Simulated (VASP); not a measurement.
# SnSe (Cmcm) in VASP: a series of runs, part 3 of 3

VASP 6.6.1. The steps go on from the part before.

**5. Single point, PBE+D3(BJ)**

This run uses another cell than the first one, of the same volume but with other edges.

File INCAR:

```
ALGO = Normal
EDIFF = 1E-6
ENCUT = 520
GGA = PE
ISIF = 2
ISMEAR = 0
IVDW = 12
LASPH = True
LCHARG = True
LELF = True
LREAL = False
LVHAR = True
LWAVE = False
NBANDS = 28
NELM = 100
PREC = Accurate
SIGMA = 0.05
```

File KPOINTS:

```
k-points
0
Gamma
  8 8 8
```

File POSCAR:

```
SnSe
1.0
    2.0876116548     -5.6694882643      0.0000000000
    2.0876116548      5.6694882643      0.0000000000
    0.0000000000      0.0000000000      4.6012704584
Sn Se
2 2
Direct
    0.8800000000      0.1200000000      0.2500000000
    0.1200000000      0.8800000000      0.7500000000
    0.6440000000      0.3560000000      0.2500000000
    0.3560000000      0.6440000000      0.7500000000
```

Potentials or basis: VASP PAW PBE potentials, release 64 (Sn_d, Se).

On the command line:

```console
cat potpaw_PBE.64/Sn_d/POTCAR potpaw_PBE.64/Se/POTCAR > POTCAR
mpirun -np 1 vasp_std > vasp.out
```

OUTCAR:

```text
EDIFF = 1E-6
   ENCUT = 520
   GGA = PE
   ISIF = 2
   ISMEAR = 0
   IVDW = 12
   LASPH = True
   LREAL = False
   NELM = 100
   PREC = Accurate
 IVDW          = 12

 ion  position               nearest neighbor table
   1  0.880  0.120  0.250-   3 2.68   4 3.12   4 3.12   4 3.12   4 3.12   2 3.56   2 3.56
   2  0.120  0.880  0.750-   4 2.68   3 3.12   3 3.12   3 3.12   3 3.12   1 3.56   1 3.56
   3  0.644  0.356  0.250-   1 2.68   2 3.12   2 3.12   2 3.12   2 3.12
   4  0.356  0.644  0.750-   2 2.68   1 3.12   1 3.12   1 3.12   1 3.12

  LATTYP: Found a base centered orthorhombic cell.
 ALAT       =     4.1752233096
 B/A-ratio  =     2.7157772621
 C/A-ratio  =     1.1020417633

  Lattice vectors:

 A1 = (   2.0876116548,  -5.6694882643,   0.0000000000)
 A2 = (   2.0876116548,   5.6694882643,   0.0000000000)
 A3 = (   0.0000000000,   0.0000000000,   4.6012704584)

Analysis of symmetry for initial positions (statically):
=====================================================================
 Subroutine PRICEL returns:
 Original cell was already a primitive cell.

 Routine SETGRP: Setting up the symmetry group for a
[... 176 lines left out ...]

 val. band max:        5.1084302095   @ k =  -0.3750   0.3750   0.3750
 cond. band min:       5.6314265274   @ k =   0.2500   0.1250   0.0000
 fundamental gap:      0.5229963179
 Fermi energy:         5.3940504553

 k-point     1 :       0.0000    0.0000    0.0000
  band No.  band energies     occupation
      1     -16.2266      2.00000
      2     -16.2179      2.00000
      3     -16.2086      2.00000
      4     -16.2039      2.00000
      5     -16.1784      2.00000
      6     -16.1732      2.00000
[... 733 lines left out ...]
     27      11.3053      0.00000
     28      12.4076      0.00000

 [... further k-points ...]

------------------------ aborting loop because EDIFF is reached ----------------------------------------

 Edisp (eV)   -1.41913

 E8    (eV) :    -0.6401

  FORCE on cell =-STRESS in cart. coord.  units (eV):
  Direction    XX          YY          ZZ          XY          YZ          ZX
  --------------------------------------------------------------------------------------
  -------------------------------------------------------------------------------------
  Total      -1.53820     1.17827    -3.81045     0.00000    -0.00000     0.00000
  in kB     -22.62675    17.33215   -56.05135     0.00000    -0.00000     0.00000
  external pressure =      -20.45 kB  Pullay stress =        0.00 kB

 VOLUME and BASIS-vectors are now :
 -----------------------------------------------------------------------------
  energy-cutoff  :      520.00
  volume of cell :      108.92
      direct lattice vectors                 reciprocal lattice vectors
     2.087611655 -5.669488264  0.000000000     0.239508147 -0.088191381  0.000000000
     2.087611655  5.669488264  0.000000000     0.239508147  0.088191381  0.000000000
     0.000000000  0.000000000  4.601270458     0.000000000  0.000000000  0.217331280

 POSITION                                       TOTAL-FORCE (eV/Angst)
 -----------------------------------------------------------------------------------
      2.08761     -4.30881      1.15032         0.000000     -0.008108     -0.000000
      2.08761      4.30881      3.45095         0.000000      0.008108      0.000000
      2.08761     -1.63281      1.15032         0.000000      0.313165      0.000000
      2.08761      1.63281      3.45095         0.000000     -0.313165      0.000000
 -----------------------------------------------------------------------------------
    total drift:                               -0.000000     -0.000000      0.000000

  FREE ENERGIE OF THE ION-ELECTRON SYSTEM (eV)
  ---------------------------------------------------
  free  energy   TOTEN  =       -17.6596884224 eV

  energy  without entropy=      -17.6596884224  energy(sigma->0) =      -17.65968842
```

Wall time 5 min (1 thread of Intel Xeon 8259CL, shared host); peak memory 0.47 GiB.

Results:

```
Free energy                : -17.6597 eV
Pressure                   : -2.0 GPa
Largest force              : 0.313 eV/Å
Band gap on the k mesh     : 0.52 eV (least direct gap 0.73 eV)
Dispersion energy per atom : -0.355 eV
```

Forces in eV/Å, atoms in the order of the input:
```
Sn   0.000 -0.008  0.000
Sn   0.000  0.008  0.000
Se   0.000  0.313  0.000
Se   0.000 -0.313  0.000
```

Levels at points of the mesh, in eV from the valence-band top:
| k point | band 16 | band 17 | band 18 | band 19 | band 20 | band 21 | band 22 | band 23 | band 24 | band 25 |
| --- | --- | --- | --- | --- | --- | --- | --- | --- | --- | --- |
| (0.00, 0.00, 0.00) | -3.71 | -2.29 | -1.62 | -1.54 | -0.92 | 3.63 | 3.99 | 4.11 | 4.16 | 4.63 |
| (0.50, 0.00, 0.00) | -2.38 | -1.97 | -1.63 | -0.85 | -0.83 | 0.81 | 1.05 | 1.16 | 2.25 | 3.35 |
| (0.50, 0.50, 0.00) | -2.83 | -2.42 | -1.32 | -0.93 | -0.27 | 0.85 | 3.08 | 3.90 | 3.95 | 4.01 |
| (0.00, 0.00, 0.50) | -3.49 | -1.26 | -1.26 | -0.17 | -0.17 | 1.35 | 1.35 | 1.94 | 1.94 | 5.64 |
| (0.50, 0.00, 0.50) | -4.47 | -3.48 | -3.48 | -1.29 | -1.29 | 2.79 | 2.79 | 4.30 | 4.30 | 6.16 |
| (0.50, 0.50, 0.50) | -1.47 | -1.24 | -1.24 | -0.74 | -0.74 | 1.82 | 1.82 | 2.70 | 2.70 | 3.19 |

Caveat: the stress differs along the axes, from -6 to 2 GPa; semilocal functionals underestimate gaps, and a narrow one can read as zero; spin-orbit coupling is left out, which moves the levels of the heavy elements.

**6. Summary**

| cell | gap on the mesh (eV) | pressure (GPa) | largest force (eV/Å) |
| --- | --- | --- | --- |
| a = 6.584, b = 6.584, c = 3.875 Å, angles 90.0, 90.0, 139.6°, 4 atoms | none | -3.0 | 0.48 |
| a = 6.412, b = 6.412, c = 4.085 Å, angles 90.0, 90.0, 139.6°, 4 atoms | none | -2.8 | 0.41 |
| a = 5.869, b = 5.869, c = 4.876 Å, angles 90.0, 90.0, 139.6°, 4 atoms | 0.32 | -0.8 | 0.75 |
| a = 6.042, b = 6.042, c = 4.601 Å, angles 90.0, 90.0, 139.6°, 4 atoms | 0.52 | -2.0 | 0.31 |

Alike in all rows: task single point; level PBE+D3(BJ); potentials or basis VASP PAW PBE potentials, release 64 (Sn_d, Se); no spin polarisation; k mesh 8 × 8 × 8; cutoff (eV) 520; smearing gaussian 0.05 eV.

Caveats: semilocal functionals underestimate gaps, and a narrow one can read as zero; spin-orbit coupling is left out, which moves the levels of the heavy elements; the stress differs along the axes, from -6 to 2 GPa (at least some runs); the stress differs along the axes, from -7 to 6 GPa (at least some runs).

Total energies depend on the potentials used, so only differences within one code and one set of settings carry meaning.

The gap in the log of VASP goes by the Fermi energy; the results here count the filled bands.